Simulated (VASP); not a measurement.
Set up this calculation in VASP 6.6.1, as the native input.

| Quantity | Value |
| --- | --- |
| Task | single point |
| Functional | PBE |
| Potentials or basis | VASP PAW PBE potentials, release 64 (C, O) |
| Cutoff | 520 eV |
| k mesh | 4 × 4 × 4 |
| Occupations | gaussian, width 0.05 eV |
| Spin | no spin polarisation |
| Dipole correction | no |
| Further INCAR settings | ALGO = Normal; EDIFF = 1e-07; NBANDS = 44 |

The structure of CO2 lies in POSCAR:

```
CO2
1.0
    5.5592488458      0.0000000000      0.0000000000
    0.0000000000      5.5592488458      0.0000000000
    0.0000000000      0.0000000000      6.2719445479
C O
4 8
Direct
    0.0000000000      0.0000000000      0.0000000000
    0.5000000000      0.0000000000      0.5000000000
    0.5000000000      0.5000000000      0.0000000000
    0.0000000000      0.5000000000      0.5000000000
    0.1114834447      0.1114834447      0.1114834447
    0.3885165553      0.8885165553      0.6114834447
    0.6114834447      0.3885165553      0.8885165553
    0.8885165553      0.6114834447      0.3885165553
    0.8885165553      0.8885165553      0.8885165553
    0.6114834447      0.1114834447      0.3885165553
    0.3885165553      0.6114834447      0.1114834447
    0.1114834447      0.3885165553      0.6114834447
```

These files were run (other wordings do the same):

INCAR

```
SYSTEM = CO2
PREC = Accurate ; ENCUT = 520
EDIFF = 1E-7 ; ISMEAR = 0
SIGMA = 0.05 ; LREAL = .FALSE.
LASPH = .TRUE. ; NELM = 100
ALGO = Normal ; ISIF = 2
LWAVE = .FALSE. ; LCHARG = .FALSE.
GGA = PE ; NBANDS = 44
```

KPOINTS

```
regular mesh
0
G
  4 4 4
  0 0 0
```

Potentials or basis: VASP PAW PBE potentials, release 64 (C, O).

Run with:

```console
$ cat potpaw_PBE.64/C/POTCAR potpaw_PBE.64/O/POTCAR > POTCAR
$ mpirun -np 1 vasp_std > vasp.out
```

Results of the run:

The pressure is 16.7 GPa and the largest force is 6.708 eV/Å. The band gap on the k mesh is 6.97 eV.

Caveat: the cell stands under pressure; this functional lacks dispersion, which holds the molecules together, so the pressure and a relaxed volume are unreliable; forces of over 1 eV/Å act on the atoms, so gaps and moduli don't describe the material at rest.

Run time: 2.2 min on 1 thread of Intel(R) Xeon(R) 6975P-C (Granite Rapids), on a shared host, peak memory 0.35 GiB.
